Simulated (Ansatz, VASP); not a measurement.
## One calculation of Cu, two programs

```xyz
2
Lattice="2.2662 0.0000 0.0000 -1.1331 1.9626 0.0000 0.0000 0.0000 3.7233" Properties=species:S:1:pos:R:3 pbc="T T T"
Cu    0.0000    1.3084    0.9308
Cu    1.1331    0.6542    2.7924
```

Change from the starting cell: volume scaled by 0.76, PAW files.

Alike in both runs: task single point; functional LDA; k mesh 17 × 17 × 10; occupations fermi-dirac, width 0.1 eV; no spin polarisation.

|  | VASP | Ansatz |
| --- | --- | --- |
| version | VASP 6.6.1 | Ansatz 0.2.0 |
| potentials or method | VASP PAW LDA potentials, release 64 (Cu) | PAW with Ansatz's default frozen-core files, scalar-relativistic |
| plane-wave cutoff (eV) | 520 | 420 |
| valence electrons in the cell | 22 | 38 |

|  | VASP | Ansatz | Ansatz less VASP |
| --- | --- | --- | --- |
| pressure (GPa) | 102.9 | 101.5 | -1.34 |

LDA's correlation is that of Perdew and Zunger in VASP and of Perdew and Wang (1992) in Ansatz. Both programs put the cell under a high pressure, so it lies far from rest at this level. VASP's potentials hold 22 valence electrons a cell and Ansatz's 38, so a difference there can come from the potentials and not from the codes.

Noted on VASP's run: the cell as given lies far from equilibrium.
